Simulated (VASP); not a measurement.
Set up this calculation in VASP 6.6.1, as the native input.

| Quantity | Value |
| --- | --- |
| Task | single point |
| Functional | PBE |
| Potentials or basis | VASP PAW PBE potentials, release 64 (Sb) |
| Cutoff | 520 eV |
| k mesh | 6 × 6 × 1 |
| Occupations | gaussian, width 0.1 eV |
| Spin | no spin polarisation |
| Dipole correction | no |
| Further INCAR settings | ALGO = Normal; EDIFF = 1e-06; NBANDS = 24 |

The structure of Sb lies in POSCAR:

```
Sb
1.0
    3.3531125711     -0.0000000028      0.0000000000
   -1.6765562832      2.9038806697      0.0000000000
    0.0000000000      0.0000000000     16.7894667791
Sb
6
Direct
    0.6666666667      0.3333333333      0.6666786257
    0.6666666667      0.3333333333      0.3333213743
    0.6666666667      0.3333333333      0.0000000000
    0.0000000000      0.0000000000      0.8333194252
    0.0000000000      0.0000000000      0.5000000000
    0.0000000000      0.0000000000      0.1666805748
```

This isn't the form of Sb at room conditions, which is rhombohedral.

One way to write it, as run:

INCAR

```
ALGO     = Normal         # electronic algorithm
EDIFF    = 1E-6           # SCF threshold, eV
ENCUT    = 520            # plane-wave cutoff, eV
GGA      = PE             # functional
ISIF     = 2              # what is computed and relaxed
ISMEAR   = 0              # smearing method
LASPH    = True           # aspherical terms in the spheres
LCHARG   = False          # write CHGCAR
LREAL    = False          # projectors in reciprocal space
LWAVE    = False          # write WAVECAR
NBANDS   = 24             # bands
NELM     = 60             # most SCF steps
PREC     = Accurate       # precision mode
SIGMA    = 0.1            # smearing width, eV
```

KPOINTS

```
k-points
0
Gamma
  6 6 1
```

Potentials or basis: VASP PAW PBE potentials, release 64 (Sb).

The run is started by

```sh
$ cat potpaw_PBE.64/Sb/POTCAR > POTCAR
$ mpirun -np 1 vasp_std > vasp.out
```

It gave:

- Pressure: -0.2 GPa
- Band gap on the k mesh: zero (bands 15 and 16 overlap by 6.40 eV)

Caveat: the k points lie up to 0.37 Å⁻¹ apart, too coarse for converged energies and pressures of a metal; spin-orbit coupling is left out, which moves the levels of the heavy elements.

It took 46 s on 1 thread of Intel(R) Xeon(R) Platinum 8488C (Sapphire Rapids), on a shared host, peak memory 0.29 GiB.
